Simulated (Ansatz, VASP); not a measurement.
One calculation of Ir3Ru2, two programs

Contents of INCAR:

```
PREC = Accurate ; ENCUT = 600
EDIFF = 1E-6 ; ISMEAR = 0
SIGMA = 0.1 ; LREAL = F
LASPH = T ; NELM = 80
ALGO = Fast ; ISIF = 3
LWAVE = F ; LCHARG = F
GGA = PE ; IBRION = 2
NSW = 90 ; EDIFFG = -0.04
```

The input KPOINTS:

```
Automatic mesh
0
Gamma
  6 6 1
```

The input POSCAR:

```
Ir3Ru2
1.0
    2.7037164600      0.0000000000      0.0000000000
   -1.3518582300      2.3414871400      0.0000000000
    0.0000000000      0.0000000000     21.9214045300
Ru Ir
4 6
Direct
    0.6666666700      0.3333333300      0.8000000000
    0.6666666700      0.3333333300      0.2000000000
    0.6666666700      0.3333333300      0.4000000000
    0.6666666700      0.3333333300      0.6000000000
    0.6666666700      0.3333333300      0.0000000000
    0.3333333300      0.6666666700      0.7000000000
    0.3333333300      0.6666666700      0.9000000000
    0.3333333300      0.6666666700      0.1000000000
    0.3333333300      0.6666666700      0.3000000000
    0.3333333300      0.6666666700      0.5000000000
```

Input for Ansatz:

```yaml
crystal:
  lattice:
    - [2.70371646, 0.0, 0.0]
    - [-1.35185823, 2.34148714, 0.0]
    - [0.0, 0.0, 21.92140453]
  atoms:
    - { symbol: Ru, position: [0.66666667, 0.33333333, 0.8] }
    - { symbol: Ru, position: [0.66666667, 0.33333333, 0.2] }
    - { symbol: Ru, position: [0.66666667, 0.33333333, 0.4] }
    - { symbol: Ru, position: [0.66666667, 0.33333333, 0.6] }
    - { symbol: Ir, position: [0.66666667, 0.33333333, 0.0] }
    - { symbol: Ir, position: [0.33333333, 0.66666667, 0.7] }
    - { symbol: Ir, position: [0.33333333, 0.66666667, 0.9] }
    - { symbol: Ir, position: [0.33333333, 0.66666667, 0.1] }
    - { symbol: Ir, position: [0.33333333, 0.66666667, 0.3] }
    - { symbol: Ir, position: [0.33333333, 0.66666667, 0.5] }
basis:
  ecutwfc: 420
kpoints:
  mp_grid: { grid: [6, 6, 1] }
hamiltonian:
  xc: pbe
scf:
  occupations: { method: gaussian, width: 0.1 }
  lower_state_search: "off"
output:
  forces: true
  stress: true
  eigenvalues: true
relax:
  adjacent_minimum: "off"
  f_tol: 0.04
  max_steps: 70
  cell: { stress_tol: 0.4 }
```

Alike in both runs: task relaxation of cell and atoms; functional PBE; k mesh 6 × 6 × 1; occupations gaussian, width 0.1 eV; no spin polarisation.

|  | VASP | Ansatz |
| --- | --- | --- |
| version | VASP 6.6.1 | Ansatz 0.2.0 |
| potentials or method | VASP PAW PBE potentials, release 64 (Ru_pv, Ir), cutoff 600 eV | scalar-relativistic, plane waves, PAW |
| valence electrons in the cell | 110 | 166 |

|  | VASP | Ansatz | Ansatz less VASP |
| --- | --- | --- | --- |
| gap on the k mesh at the Fermi level, each at its own relaxed structure (eV) | none | none | - |
| relaxed volume (Å³/atom) | 14.29 | 14.27 | -0.024 |
| relaxed length of the cell vector where the two differ most in proportion (Å) | 2.758 | 2.756 | -0.0020 |

A gap of «none» marks a metal or a gap that the smearing closes. VASP's potentials hold 110 valence electrons a cell and Ansatz's 166, so a difference there can come from the potentials and not from the codes.

The k mesh is coarse, so the values compare programs but aren't converged. Spin-orbit coupling is off throughout.
